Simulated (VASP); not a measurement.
# SiC (F-43m) in VASP: further runs

SiC is run at these levels: LDA; tasks: single point.

Everything below comes from runs of VASP 6.6.1. Logs are shortened: lines on timing, memory, paths and dates and some standing lists are left out, and cuts for length are marked.

**Experimental background.**

“Insight into the structural, elastic and electronic properties of a new orthorhombic 6O-SiC polytype”, 2020, pmc:7200658 quotes, for a bulk crystal of SiC: band gap 2.4 eV (indirect).

The results are compared with them further down.

### 1 The cell of the first run

Symmetry: F-43m, No. 216, cubic system. Conventional cell: a = 4.329 Å, b = 4.329 Å, c = 4.329 Å, α = 90.00°, β = 90.00°, γ = 90.00°. Within 2.5 Å of Si (site symmetry -43m) lie 4 C at 1.87 Å. C (site symmetry -43m) has 4 Si at 1.87 Å within 2.5 Å.

### 2 Single point, LDA

Input file INCAR:

```
PREC = Accurate
ENCUT = 520
EDIFF = 1E-6
ISMEAR = 0
SIGMA = 0.02
LREAL = False
LASPH = True
NELM = 60
ALGO = Normal
ISIF = 2
LWAVE = False
LCHARG = False
NBANDS = 11
```

Input file KPOINTS:

```
Automatic mesh
0
Gamma
  12 12 12
```

Input file POSCAR:

```
SiC
1.0
    0.0000000000      2.1645640355      2.1645640355
    2.1645640355      0.0000000000      2.1645640355
    2.1645640355      2.1645640355      0.0000000000
Si C
1 1
Direct
    0.0000000000      0.0000000000      0.0000000000
    0.7500000000      0.7500000000      0.7500000000
```

Potentials or basis: VASP PAW LDA potentials, release 64 (Si, C).

Run with:

```bash
> cat potpaw_LDA.64/Si/POTCAR potpaw_LDA.64/C/POTCAR > POTCAR
> mpirun -np 1 vasp_std > vasp.out
```

OUTCAR:

```text
PREC = Accurate
   ENCUT = 520
   EDIFF = 1E-6
   ISMEAR = 0
   LREAL = False
   LASPH = True
   NELM = 60
   ISIF = 2

 ion  position               nearest neighbor table
   1  0.000  0.000  0.000-   2 1.87   2 1.87   2 1.87   2 1.87
   2  0.750  0.750  0.750-   1 1.87   1 1.87   1 1.87   1 1.87

  LATTYP: Found a face centered cubic cell.
 ALAT       =     4.3291280710

  Lattice vectors:

 A1 = (   0.0000000000,   2.1645640355,   2.1645640355)
 A2 = (   2.1645640355,   0.0000000000,   2.1645640355)
 A3 = (   2.1645640355,   2.1645640355,   0.0000000000)

Analysis of symmetry for initial positions (statically):
[... 5 lines left out ...]
 face centered cubic supercell.

 Subroutine GETGRP returns: Found 24 space group operations
 (whereof 24 operations were pure point group operations)
 out of a pool of 48 trial point group operations.

The static configuration has the point symmetry T_d .

Analysis of symmetry for dynamics (positions and initial velocities):
[... 5 lines left out ...]
 face centered cubic supercell.

 Subroutine GETGRP returns: Found 24 space group operations
 (whereof 24 operations were pure point group operations)
 out of a pool of 48 trial point group operations.

The dynamic configuration has the point symmetry T_d .

 Subroutine INISYM returns: Found 24 space group operations
 (whereof 24 operations are pure point group operations),
 and found     1 'primitive' translations

----------------------------------------------------------------------------------------

                                     Primitive cell

  volume of cell :      20.2834

  direct lattice vectors                    reciprocal lattice vectors
     0.000000000  2.164564036  2.164564036    -0.230993397  0.230993397  0.230993397
     2.164564036  0.000000000  2.164564036     0.230993397 -0.230993397  0.230993397
     2.164564036  2.164564036  0.000000000     0.230993397  0.230993397 -0.230993397

  length of vectors
     3.061155816  3.061155816  3.061155816     0.400092300  0.400092300  0.400092300

  position of ions in fractional coordinates (direct lattice)
     0.000000000  0.000000000  0.000000000
     0.750000000  0.750000000  0.750000000

  ion indices of the primitive-cell ions
   primitive index   ion index
                 1           1
                 2           2

----------------------------------------------------------------------------------------

 KPOINTS: Automatic mesh

Automatic generation of k-mesh.
 Grid dimensions read from file:
 generate k-points for:   12   12   12
[... 64 lines left out ...]
   EDIFF  = 0.1E-05   stopping-criterion for ELM
   LREAL  =      F    real-space projection
   EDIFFG = 0.1E-04   stopping-criterion for IOM
   NSW    =      0    number of steps for IOM
   IBRION =     -1    ionic relax: 0-MD 1-quasi-New 2-CG
   NFREE  =      0    steps in history (QN), initial steepest desc. (CG)
   ISIF   =      2    stress and relaxation
   ISYM   =      2    0-nonsym 1-usesym 2-fastsym
   POTIM  = 0.5000    time-step for ionic-motion
   TEBEG  =    0.0;   TEEND  =   0.0 temperature during run
   PSTRESS=    0.0 pullay stress
   NELECT =       8.0000    total number of electrons
   NUPDOWN=      -1.0000    fix difference up-down
   EMIN   =  10.00;   EMAX   =-10.00  energy-range for DOS
   EFERMI =   0.00;   METHOD = LEGACY
   ISMEAR =     0;   SIGMA  =   0.02  broadening in eV -4-tet -1-fermi 0-gaus
   EFERMI_NEDOS =   21; number of points for ismear=-14 and -15
   IALGO  =     38    algorithm
   IMIX   =      4    mixing-type and parameters
     AMIX     =   0.40;   BMIX     =  1.00
     AMIX_MAG =   1.60;   BMIX_MAG =  1.00
  volume/ion in A,a.u.               =      10.14        68.44
  Fermi-wavevector in a.u.,A,eV,Ry     =   1.200580  2.268767 19.611329  1.441392
  Thomas-Fermi vector in A             =   2.336412
   LORBIT       =      0    0 simple, 1 ext, 2 COOP (PROOUT), +10 PAW based schemes
   GGA     = CA    functional components
   LHFCALC =     F    Hartree Fock is set to
   AEXX    =    0.0000 exact exchange contribution
   IVDW    =     0    specifies the selected vdW correction
   LEPSILON=     F    determine dielectric tensor
   LRPA    =     F    only Hartree local field effects (RPA)
 non-spin polarized calculation
 Gauss-broadening in eV      SIGMA  =   0.02
  energy-cutoff  :      520.00
  volume of cell :       20.28
 maximum number of plane-waves:       568
   NGX = 11   NGY = 11   NGZ = 11

 number of electron       8.0000000 magnetization

 Free energy of the ion-electron system (eV)
  ---------------------------------------------------
  ext. energy  EPLUGINS =         0.00000000
  ---------------------------------------------------
  free energy    TOTEN  =       -16.64264750 eV

  energy without entropy =      -16.64264750  energy(sigma->0) =      -16.64264750

 E-fermi :   8.4802     XC(G=0): -11.6417

 val. band max:        8.2899159856   @ k =   0.0000   0.0000   0.0000
 cond. band min:       9.5774654997   @ k =   0.5000   0.5000   0.0000
 fundamental gap:      1.2875495141
 Fermi energy:         8.4802042807

 k-point     1 :       0.0000    0.0000    0.0000
  band No.  band energies     occupation
      1      -7.1825      2.00000
      2       8.2899      2.00000
      3       8.2899      2.00000
      4       8.2899      2.00000
      5      14.8173      0.00000
      6      15.6197      0.00000
      7      15.6197      0.00000
      8      15.6197      0.00000
      9      22.8655      0.00000
     10      22.8655      0.00000
     11      24.7716      0.00000
[... 309 lines left out ...]
 k-point    24 :      -0.4167    0.1667    0.0000
  band No.  band energies     occupation
      1      -3.1611      2.00000
      2       0.1704      2.00000
      3       5.1773      2.00000
      4       6.7617      2.00000
      5      13.4140      0.00000
      6      16.0984      0.00000
      7      16.8319      0.00000
      8      19.5122      0.00000
      9      22.9797      0.00000
     10      23.7339      0.00000
     11      26.5196      0.00000

 [... further k-points ...]
[... 5 lines left out ...]
  --------------------------------------------------------------------------------------
  -------------------------------------------------------------------------------------
  Total        0.0496952      0.0496952      0.0496952      0.0000000      0.0000000      0.0000000
  in kB        3.9253991      3.9253991      3.9253991      0.0000000      0.0000000      0.0000000
  external PRESSURE =       3.9253991 kB  Pullay stress =       0.0000000 kB

 VOLUME and BASIS-vectors are now :
 -----------------------------------------------------------------------------
  energy-cutoff  :      520.00
  volume of cell :       20.28
      direct lattice vectors                 reciprocal lattice vectors
     0.000000000  2.164564036  2.164564036    -0.230993397  0.230993397  0.230993397
     2.164564036  0.000000000  2.164564036     0.230993397 -0.230993397  0.230993397
     2.164564036  2.164564036  0.000000000     0.230993397  0.230993397 -0.230993397

 POSITION                                       TOTAL-FORCE (eV/Angst)
 -----------------------------------------------------------------------------------
      0.00000      0.00000      0.00000        -0.000000     -0.000000     -0.000000
      3.24685      3.24685      3.24685         0.000000      0.000000      0.000000
 -----------------------------------------------------------------------------------
    total drift:                               -0.000000     -0.000000     -0.000000

  FREE ENERGIE OF THE ION-ELECTRON SYSTEM (eV)
  ---------------------------------------------------
  free  energy   TOTEN  =       -16.6426475040 eV

  energy  without entropy=      -16.6426475040  energy(sigma->0) =      -16.64264750
```

OSZICAR:

```text
N       E                     dE             d eps       ncg     rms          rms(c)
DAV:   1     0.138959262019E+01    0.13896E+01   -0.39725E+03  1640   0.614E+02
DAV:   2    -0.181259245638E+02   -0.19516E+02   -0.18571E+02  2009   0.110E+02
DAV:   3    -0.187359325964E+02   -0.61001E+00   -0.60882E+00  1944   0.159E+01
DAV:   4    -0.187384840610E+02   -0.25515E-02   -0.25513E-02  1813   0.132E+00
DAV:   5    -0.187384962459E+02   -0.12185E-04   -0.12185E-04  1949   0.828E-02    0.928E+00
DAV:   6    -0.167376956341E+02    0.20008E+01   -0.72601E+00  1767   0.120E+01    0.410E+00
DAV:   7    -0.166636619439E+02    0.74034E-01   -0.40859E-01  1887   0.368E+00    0.183E+00
DAV:   8    -0.166430620654E+02    0.20600E-01   -0.26998E-02  1845   0.990E-01    0.182E-01
DAV:   9    -0.166426334674E+02    0.42860E-03   -0.20291E-03  1950   0.244E-01    0.986E-02
DAV:  10    -0.166426472646E+02   -0.13797E-04   -0.12777E-04  1800   0.701E-02    0.334E-02
DAV:  11    -0.166426475040E+02   -0.23947E-06   -0.35885E-06  1917   0.116E-02
   1 F= -.16642648E+02 E0= -.16642648E+02  d E =-.949997E-44
```

Run time: 7.5 s. Hardware: 1 thread of Intel Xeon Platinum 8259CL at 2.50GHz (Skylake/Cascade Lake), shared host; peak memory 0.13 GiB.

Results:

* Free energy: -16.6426 eV
* Pressure: 0.4 GPa
* Band gap on the k mesh: 1.29 eV, indirect (least direct gap 4.52 eV)

### 3 Single point, LDA

Input file INCAR:

```
SYSTEM = SiC
PREC = Accurate
ENCUT = 520
EDIFF = 1E-6
ISMEAR = 0
SIGMA = 0.01
LREAL = .FALSE.
LASPH = .TRUE.
NELM = 80
ALGO = Normal
ISIF = 2
LWAVE = .FALSE.
LCHARG = .FALSE.
GGA = CA
NBANDS = 11
```

Input file KPOINTS:

```
Automatic mesh
0
G
  12 12 12
  0 0 0
```

Input file POSCAR:

```
SiC
1.0
    0.0000000000      2.1644897644      2.1644897644
    2.1644897644      0.0000000000      2.1644897644
    2.1644897644      2.1644897644      0.0000000000
Si C
1 1
Direct
    0.0000000000      0.0000000000      0.0000000000
    0.7500000000      0.7500000000      0.7500000000
```

Potentials or basis: VASP PAW LDA potentials, release 64 (Si, C).

Run with:

```bash
> cat potpaw_LDA.64/Si/POTCAR potpaw_LDA.64/C/POTCAR > POTCAR
> mpirun -np 1 vasp_std > vasp.out
```

OUTCAR:

```text
SYSTEM = SiC
   PREC = Accurate
   ENCUT = 520
   EDIFF = 1E-6
   ISMEAR = 0
   LREAL = .FALSE.
   LASPH = .TRUE.
   NELM = 80
   ISIF = 2
   GGA = CA

 ion  position               nearest neighbor table
   1  0.000  0.000  0.000-   2 1.87   2 1.87   2 1.87   2 1.87
   2  0.750  0.750  0.750-   1 1.87   1 1.87   1 1.87   1 1.87

  LATTYP: Found a face centered cubic cell.
 ALAT       =     4.3289795288

  Lattice vectors:

 A1 = (   0.0000000000,   2.1644897644,   2.1644897644)
 A2 = (   2.1644897644,   0.0000000000,   2.1644897644)
 A3 = (   2.1644897644,   2.1644897644,   0.0000000000)

Analysis of symmetry for initial positions (statically):
=====================================================================
 Subroutine PRICEL returns:
 Original cell was already a primitive cell.

 Routine SETGRP: Setting up the symmetry group for a
 face centered cubic supercell.

 Subroutine GETGRP returns: Found 24 space group operations
 (whereof 24 operations were pure point group operations)
 out of a pool of 48 trial point group operations.

The static configuration has the point symmetry T_d .

Analysis of symmetry for dynamics (positions and initial velocities):
[... 171 lines left out ...]
      4       8.2911      2.00000
      5      14.8197      0.00000
      6      15.6216      0.00000
      7      15.6216      0.00000
      8      15.6216      0.00000
      9      22.8673      0.00000
     10      22.8673      0.00000
     11      24.7745      0.00000
[... 309 lines left out ...]
 k-point    24 :      -0.4167    0.1667    0.0000
  band No.  band energies     occupation
      1      -3.1603      2.00000
      2       0.1711      2.00000
      3       5.1784      2.00000
      4       6.7628      2.00000
      5      13.4155      0.00000
      6      16.1004      0.00000
      7      16.8337      0.00000
      8      19.5144      0.00000
      9      22.9819      0.00000
     10      23.7360      0.00000
     11      26.5219      0.00000

 [... further k-points ...]

------------------------ aborting loop because EDIFF is reached ----------------------------------------

  FORCE on cell =-STRESS in cart. coord.  units (eV):
  Direction    XX          YY          ZZ          XY          YZ          ZX
  --------------------------------------------------------------------------------------
  -------------------------------------------------------------------------------------
  Total        0.0526815      0.0526815      0.0526815      0.0000000     -0.0000000      0.0000000
  in kB        4.1617138      4.1617138      4.1617138      0.0000000     -0.0000000      0.0000000
  external PRESSURE =       4.1617138 kB  Pullay stress =       0.0000000 kB

 VOLUME and BASIS-vectors are now :
 -----------------------------------------------------------------------------
  energy-cutoff  :      520.00
  volume of cell :       20.28
      direct lattice vectors                 reciprocal lattice vectors
     0.000000000  2.164489764  2.164489764    -0.231001323  0.231001323  0.231001323
     2.164489764  0.000000000  2.164489764     0.231001323 -0.231001323  0.231001323
     2.164489764  2.164489764  0.000000000     0.231001323  0.231001323 -0.231001323

 POSITION                                       TOTAL-FORCE (eV/Angst)
 -----------------------------------------------------------------------------------
      0.00000      0.00000      0.00000        -0.000000     -0.000000     -0.000000
      3.24673      3.24673      3.24673         0.000000      0.000000      0.000000
 -----------------------------------------------------------------------------------
    total drift:                               -0.000000     -0.000000     -0.000000

  FREE ENERGIE OF THE ION-ELECTRON SYSTEM (eV)
  ---------------------------------------------------
  free  energy   TOTEN  =       -16.6426423659 eV

  energy  without entropy=      -16.6426423659  energy(sigma->0) =      -16.64264237
```

OSZICAR:

```text
N       E                     dE             d eps       ncg     rms          rms(c)
DAV:   1     0.139041903588E+01    0.13904E+01   -0.39728E+03  1640   0.614E+02
DAV:   2    -0.181262535154E+02   -0.19517E+02   -0.18572E+02  2009   0.110E+02
DAV:   3    -0.187362496311E+02   -0.61000E+00   -0.60881E+00  1944   0.159E+01
DAV:   4    -0.187388007566E+02   -0.25511E-02   -0.25510E-02  1813   0.132E+00
DAV:   5    -0.187388129384E+02   -0.12182E-04   -0.12182E-04  1949   0.828E-02    0.928E+00
DAV:   6    -0.167377234619E+02    0.20011E+01   -0.72603E+00  1767   0.120E+01    0.410E+00
DAV:   7    -0.166636569757E+02    0.74066E-01   -0.40873E-01  1887   0.368E+00    0.183E+00
DAV:   8    -0.166430569104E+02    0.20600E-01   -0.27001E-02  1845   0.990E-01    0.182E-01
DAV:   9    -0.166426283348E+02    0.42858E-03   -0.20291E-03  1950   0.244E-01    0.986E-02
DAV:  10    -0.166426421260E+02   -0.13791E-04   -0.12774E-04  1800   0.701E-02    0.334E-02
DAV:  11    -0.166426423659E+02   -0.23992E-06   -0.35845E-06  1917   0.116E-02
   1 F= -.16642642E+02 E0= -.16642642E+02  d E =-.158127E-24
```

stdout:

```text
POSCAR found type information on POSCAR SiC
 POSCAR found :  2 types and       2 ions
 scaLAPACK will be used
 LDA part: xc-table for (Slater(with rela. corr.)+CA(PZ))
 , standard interpolation
 POSCAR, INCAR and KPOINTS ok, starting setup
 FFT: planning ... GRIDC
 FFT: planning ... GRID_SOFT
 FFT: planning ... GRID
 WAVECAR not read
 entering main loop
```

Wall time 8.6 s (1 thread of Intel Xeon Platinum 8259CL at 2.50GHz (Skylake/Cascade Lake), shared host); peak memory 0.13 GiB.

What came out:

* Free energy: -16.6426 eV
* Pressure: 0.4 GPa
* Band gap on the k mesh: 1.29 eV, indirect (least direct gap 4.52 eV)

### 4 Against experiment

Step 2. Measured gap of SiC: 2.4 eV (indirect; quoted in “Insight into the structural, elastic and electronic properties of a new orthorhombic 6O-SiC polytype”, 2020, pmc:7200658). This calculation gives 1.29 eV (-1.11 eV). The value is that of LDA on a finite k mesh, which can miss the band edges, without temperature or zero-point motion. Semilocal functionals fall short of measured gaps as a rule.
